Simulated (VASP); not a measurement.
# CdSe: single point with PBE

Crystal: CdSe.

```
CELL_PARAMETERS angstrom
-4.22996 4.22996 4.22996
4.22996 -4.22996 4.22996
4.22996 4.22996 -4.22996
ATOMIC_POSITIONS crystal
Cd 0.31824 0.31824 0.31824
Cd 0.00000 0.00000 0.68176
Cd 0.00000 0.68176 0.00000
Cd 0.68176 0.00000 0.00000
Se 0.67266 0.67266 0.67266
Se 0.00000 0.00000 0.32734
Se 0.00000 0.32734 0.00000
Se 0.32734 0.00000 0.00000
```

The cell was generated, and may not be a known phase.

```
Program                : VASP 6.6.1
Task                   : single point
Functional             : PBE
Potentials or basis    : VASP PAW PBE potentials, release 64 (Cd, Se)
Cutoff                 : 500 eV
k mesh                 : 6 × 6 × 6
Occupations            : gaussian, width 0.02 eV
Spin                   : no spin polarisation
Dipole correction      : no
Further INCAR settings : ALGO = Normal; EDIFF = 1e-06; NBANDS = 46
```

```yaml
Pressure: 0.2 GPa
Largest_force: 0.013 eV/Å
Band_gap_on_the_k_mesh: 0.91 eV (least direct gap 0.95 eV)
```

Forces in eV/Å, atoms in the order of the input:
```
Cd   0.007  0.007  0.007
Cd  -0.007 -0.007  0.007
Cd  -0.007  0.007 -0.007
Cd   0.007 -0.007 -0.007
Se  -0.007 -0.007 -0.007
Se   0.007  0.007 -0.007
Se   0.007 -0.007  0.007
Se  -0.007  0.007  0.007
```

Levels at points of the mesh, in eV from the valence-band top:
| k point | band 33 | band 34 | band 35 | band 36 | band 37 | band 38 | band 39 | band 40 |
| --- | --- | --- | --- | --- | --- | --- | --- | --- |
| (0.00, 0.00, 0.00) | -0.90 | -0.04 | -0.04 | -0.04 | 0.91 | 3.94 | 3.94 | 3.94 |
| (0.50, 0.00, 0.00) | -0.87 | -0.54 | -0.30 | -0.28 | 2.70 | 3.40 | 3.55 | 4.26 |
| (0.50, 0.50, 0.50) | -1.41 | 0.00 | 0.00 | 0.00 | 3.09 | 3.09 | 3.09 | 3.78 |

Wall time 2.1 min on 1 thread of Intel(R) Xeon(R) 6975P-C (Granite Rapids), with other jobs on the host, peak memory 0.47 GiB.

A k mesh can miss the band edges.
